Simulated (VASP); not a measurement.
Here is a VASP 6.6.1 calculation.

INCAR

```
SYSTEM = SnH5
PREC = Accurate
ENCUT = 520
EDIFF = 1E-6
ISMEAR = 0
SIGMA = 0.1
LREAL = .False.
LASPH = .True.
NELM = 80
ALGO = Normal
ISIF = 2
LWAVE = .False.
LCHARG = .True.
GGA = PE
LELF = .True.
LVHAR = .True.
NBANDS = 18
```

The input KPOINTS:

```
Automatic mesh
0
Gamma
  14 14 14
  0 0 0
```

File POSCAR:

```
SnH5
1.0
   -1.9936630811      1.9936630811      3.0348431922
    1.9936630811     -1.9936630811      3.0348431922
    1.9936630811      1.9936630811     -3.0348431922
Sn H
1 5
Direct
    0.5000000000      0.5000000000      0.0000000000
    0.7500000000      0.2500000000      0.5000000000
    0.2500000000      0.7500000000      0.5000000000
    0.0000000000      0.0000000000      0.0000000000
    0.8448593552      0.8448593552      0.0000000000
    0.1551406448      0.1551406448      0.0000000000
```

Potentials or basis: VASP PAW PBE potentials, release 64 (Sn_d, H).

Run with:

```sh
$ cat potpaw_PBE.64/Sn_d/POTCAR potpaw_PBE.64/H/POTCAR > POTCAR
$ mpirun -np 1 vasp_std > vasp.out
```

**Question.** Estimate the pressure.

**Answer.** -0.2 GPa.

Stress tensor (GPa, compression positive):
```
-0.22  0.00  0.00
 0.00 -0.22  0.00
 0.00  0.00 -0.14
```
